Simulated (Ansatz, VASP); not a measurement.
**Two plane-wave programs on SiC**

Contents of POSCAR:

```
SiC
1.0
    0.0000000000      2.2173121158      2.2173121158
    2.2173121158      0.0000000000      2.2173121158
    2.2173121158      2.2173121158      0.0000000000
Si C
1 1
Direct
    0.0000000000      0.0000000000      0.0000000000
    0.2500000000      0.2500000000      0.2500000000
```

Contents of INCAR.step1:

```
SYSTEM = SiC
  PREC = Accurate
  ENCUT = 520
  EDIFF = 1E-5
  ISMEAR = 0
  SIGMA = 0.02
  LREAL = .False.
  LASPH = .True.
  NELM = 80
  ALGO = Normal
  ISIF = 2
  LWAVE = .True.
  LCHARG = .False.
  NBANDS = 11
  GGA = PE
```

INCAR.step2

```
SYSTEM = SiC
  PREC = Accurate
  ENCUT = 520
  EDIFF = 1E-7
  ISMEAR = 0
  SIGMA = 0.02
  LREAL = .False.
  LASPH = .True.
  NELM = 80
  ALGO = Normal
  ISIF = 2
  LWAVE = .False.
  LCHARG = .False.
  GGA = PE
  LHFCALC = .True.
  HFSCREEN = 0.2079
  PRECFOCK = Normal
  NBANDS = 11
  ISTART = 1
```

Contents of KPOINTS:

```
regular mesh
0
Gamma
  6 6 6
  0 0 0
```

Input for Ansatz:

```yaml
crystal:
  lattice:
    - [0.0, 2.2173121158, 2.2173121158]
    - [2.2173121158, 0.0, 2.2173121158]
    - [2.2173121158, 2.2173121158, 0.0]
  atoms:
    - { symbol: Si, position: [0.0, 0.0, 0.0] }
    - { symbol: C, position: [0.25, 0.25, 0.25] }
basis:
  ecutwfc: 420
kpoints:
  mp_grid: { grid: [6, 6, 6] }
hamiltonian:
  xc: hse06
scf:
  occupations: { method: gaussian, width: 0.02 }
output:
  forces: true
  stress: true
  eigenvalues: true
```

Alike in both runs: task single point; functional HSE06; k mesh 6 × 6 × 6; occupations gaussian, width 0.02 eV; no spin polarisation.

```csv
,VASP,Ansatz
version,VASP 6.6.1,Ansatz 0.2.0
potentials or method,"VASP PAW PBE potentials, release 64 (Si, C), cutoff 520 eV","scalar-relativistic, plane waves, PAW"
valence electrons in the cell,8,8
```

|  | VASP | Ansatz | Ansatz less VASP |
| --- | --- | --- | --- |
| gap on the k mesh at the Fermi level (eV) | 2.26 | 2.26 | -0.005 |
| least direct gap on the mesh (eV) | 5.65 | 5.64 | -0.010 |
| pressure (GPa) | -12.4 | -12.1 | +0.32 |

Ansatz's warnings: stress exchange threshold loose, stress scf threshold loose.
